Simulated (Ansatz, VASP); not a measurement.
# Pd2Ru: VASP beside Ansatz

Contents of INCAR:

```
ALGO = Fast ; EDIFF = 1E-6
EDIFFG = -0.01 ; ENCUT = 600
GGA = PE ; IBRION = 2
ISIF = 3 ; ISMEAR = 0
LASPH = True ; LCHARG = False
LREAL = False ; LWAVE = False
NELM = 60 ; NSW = 100
PREC = Accurate ; SIGMA = 0.1
```

KPOINTS

```
k-points
0
Gamma
  10 10 10
```

File POSCAR:

```
Pd2Ru
1.0
    0.0000000000      3.5986120361      3.5986120361
    3.5986120361      0.0000000000      3.5986120361
    3.5986120361      3.5986120361      0.0000000000
Ru Pd
2 4
Direct
    0.5000000000      0.5000000000      0.5000000000
    0.7500000000      0.7500000000      0.7500000000
    0.1250000000      0.1250000000      0.1250000000
    0.6250000000      0.1250000000      0.1250000000
    0.1250000000      0.1250000000      0.6250000000
    0.1250000000      0.6250000000      0.1250000000
```

Input for Ansatz:

```yaml
crystal:
  lattice:
    - [0.0, 3.5986120361, 3.5986120361]
    - [3.5986120361, 0.0, 3.5986120361]
    - [3.5986120361, 3.5986120361, 0.0]
  atoms:
    - { symbol: Ru, position: [0.5, 0.5, 0.5] }
    - { symbol: Ru, position: [0.75, 0.75, 0.75] }
    - { symbol: Pd, position: [0.125, 0.125, 0.125] }
    - { symbol: Pd, position: [0.625, 0.125, 0.125] }
    - { symbol: Pd, position: [0.125, 0.125, 0.625] }
    - { symbol: Pd, position: [0.125, 0.625, 0.125] }
basis:
  ecutwfc: 420
kpoints:
  mp_grid: { grid: [10, 10, 10] }
hamiltonian:
  xc: pbe
scf:
  occupations: { method: gaussian, width: 0.1 }
output:
  forces: true
  stress: true
  eigenvalues: true
relax:
  adjacent_minimum: "off"
  f_tol: 0.01
  max_steps: 80
  cell: { stress_tol: 0.05 }
```

Alike in both runs: task relaxation of cell and atoms; functional PBE; k mesh 10 × 10 × 10; occupations gaussian, width 0.1 eV; no spin polarisation.

|  | VASP | Ansatz |
| --- | --- | --- |
| version | VASP 6.6.1 | Ansatz 0.2.0 |
| potentials or method | VASP PAW PBE potentials, release 64 (Ru_pv, Pd), cutoff 600 eV | scalar-relativistic, plane waves, PAW |
| valence electrons in the cell | 68 | 104 |

|  | VASP | Ansatz | Ansatz less VASP |
| --- | --- | --- | --- |
| gap on the k mesh at the Fermi level, each at its own relaxed structure (eV) | none | none | - |
| relaxed volume (Å³/atom) | 15.51 | 15.55 | +0.042 |
| relaxed cell length with the largest relative difference (Å) | 5.087 | 5.091 | +0.0045 |

A gap of «none» marks a metal or a gap that the smearing closes. VASP's potentials hold 68 valence electrons a cell and Ansatz's 104, so a difference there can come from the potentials and not from the codes.
